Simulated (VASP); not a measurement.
Wanted: the native input for a VASP 6.6.1 run.

* Task: relaxation of cell and atoms
* Functional: PBE
* Potentials or basis: VASP PAW PBE potentials, release 64 (Li_sv, Mg, Mo_sv)
* Cutoff: 600 eV
* k mesh: 6 × 6 × 6
* Occupations: gaussian, width 0.1 eV
* Spin: no spin polarisation
* Dipole correction: no
* Further INCAR settings: ALGO = Fast; EDIFF = 1e-07; IBRION = 2; EDIFFG = -0.01; NSW = 100; ISIF = 3

The structure of LiMg6Mo lies in POSCAR:

```
LiMg6Mo
1.0
    3.6622452052      2.1143982551      3.5113599906
   -3.6622452052      2.1143982551      3.5113599906
    0.0000000000     -4.2287965101      3.5113599906
Li Mg Mo
1 6 1
Direct
    0.0000000000      0.0000000000      0.0000000000
    0.2587440211      0.4976263459      0.0096027400
    0.0096027400      0.2587440211      0.4976263459
    0.4976263459      0.0096027400      0.2587440211
    0.7412559789      0.5023736541      0.9903972600
    0.9903972600      0.7412559789      0.5023736541
    0.5023736541      0.9903972600      0.7412559789
    0.5000000000      0.5000000000      0.5000000000
```

The input as run:

INCAR

```
SYSTEM = LiMg6Mo
PREC = Accurate
ENCUT = 600
EDIFF = 1E-7
ISMEAR = 0
SIGMA = 0.1
LREAL = .FALSE.
LASPH = .TRUE.
NELM = 60
ALGO = Fast
ISIF = 3
LWAVE = .FALSE.
LCHARG = .FALSE.
GGA = PE
IBRION = 2
NSW = 100
EDIFFG = -0.01
```

KPOINTS

```
regular mesh
0
G
  6 6 6
  0 0 0
```

Potentials or basis: VASP PAW PBE potentials, release 64 (Li_sv, Mg, Mo_sv).

Command:

```bash
$ cat potpaw_PBE.64/Li_sv/POTCAR potpaw_PBE.64/Mg/POTCAR potpaw_PBE.64/Mo_sv/POTCAR > POTCAR
$ mpirun -np 1 vasp_std > vasp.out
```

Results of the run:

| Property | Result |
| --- | --- |
| Relaxed volume | 20.43 Å³/atom |
| Relaxed cell | a = 5.495 Å, b = 5.495 Å, c = 5.495 Å, α = 84.02°, β = 84.02°, γ = 84.02° |
| Space group after relaxing (to 0.1 Å) | R-3 (No. 148) |
| Energy gained by relaxing | 0.2 meV/atom |
| Ionic steps | 5 |
| Pressure after relaxing | 0.0 GPa |
| Band gap on the k mesh | zero (an odd number of electrons rules out a gap without spin polarisation) |

Caveat: the cutoff is under 1.25 times the usual one of these potentials, so pressure, stress and relaxed cells hold a basis-set (Pulay) error.

Run time: 8.2 min on 1 thread of AMD EPYC 9R45 96-Core Processor (Zen 5), on a shared host, peak memory 0.43 GiB.
